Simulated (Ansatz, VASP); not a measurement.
# HfZrS3 in VASP and in Ansatz

```
Zr Hf S
1.0
     5.82022    0.00000    0.00000
     0.00000    5.82022    0.00000
     0.00000    0.00000    3.67552
Zr Hf S
1 1 3
Direct
  0.00000 0.00000 0.50000
  0.50000 0.50000 0.50000
  0.00000 0.50000 0.50000
  0.50000 0.00000 0.50000
  0.00000 0.00000 0.00000
```

Alike in both runs: task single point; functional PBE; k mesh 4 × 4 × 6; occupations gaussian, width 0.1 eV; no spin polarisation.

|  | VASP | Ansatz |
| --- | --- | --- |
| version | VASP 6.6.1 | Ansatz 0.2.0 |
| potentials or method | VASP PAW PBE potentials, release 64 (Zr_sv, Hf_pv, S), cutoff 520 eV | scalar-relativistic, plane waves, PAW |
| valence electrons in the cell | 40 | 56 |

```csv
,VASP,Ansatz,Ansatz less VASP
gap on the k mesh at the Fermi level (eV),none,none,-
pressure (GPa),18.1,18.8,+0.74
"traceless stress, the component that is largest in VASP (GPa)",71.67,72.74,+1.072
```

A gap of «none» marks a metal or a gap that the smearing closes. VASP's potentials hold 40 valence electrons a cell and Ansatz's 56, so a difference there can come from the potentials and not from the codes.

Neither program's run includes spin-orbit coupling.
